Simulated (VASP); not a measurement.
Ce: single point with PBEsol

Ce:

```
Ce
1.0
     3.12709    0.00000    0.00000
    -1.56355    2.70814    0.00000
     0.00000    0.00000    5.65666
Ce
2
Direct
  0.33333 0.66667 0.25000
  0.66667 0.33333 0.75000
```

```yaml
Program: VASP 6.6.1
Task: single point
Functional: PBEsol
Potentials_or_basis: VASP PAW PBE potentials, release 64 (Ce)
Cutoff: 520 eV
k_mesh: 10 × 10 × 6
Occupations: fermi-dirac, width 0.1 eV
Spin: no spin polarisation
```

```json
{"Pressure": "-0.2 GPa", "Band gap on the k mesh": "zero (band 12 reaches 10.68 eV, above the bottom of band 13 at 10.19 eV)"}
```

Levels at points of the mesh, in eV from the Fermi level:
```csv
k point,band 9,band 10,band 11,band 12,band 13,band 14,band 15,band 16
"(0.00, 0.00, 0.00)",-2.53,-1.80,-0.26,0.11,0.15,0.65,0.65,0.77
"(0.50, 0.00, 0.00)",-2.66,-2.24,-1.56,0.05,0.24,0.53,0.66,0.67
"(0.00, 0.00, 0.50)",-1.30,-1.30,-0.16,-0.16,0.50,0.50,0.66,0.66
"(0.50, 0.00, 0.50)",-2.57,-2.57,-1.50,-1.50,0.41,0.41,0.65,0.65
```

Run time: 67 s on 1 thread of Intel(R) Xeon(R) Platinum 8375C CPU @ 2.90GHz (Ice Lake), on a shared host, peak memory 0.2 GiB.

Caveat: the PAW data sets were made with another functional, which shifts forces and pressure a little; spin-orbit coupling is left out, which moves the levels of the heavy elements. Spin polarisation is off, so any magnetic state and its effect on volume and gap are missing.
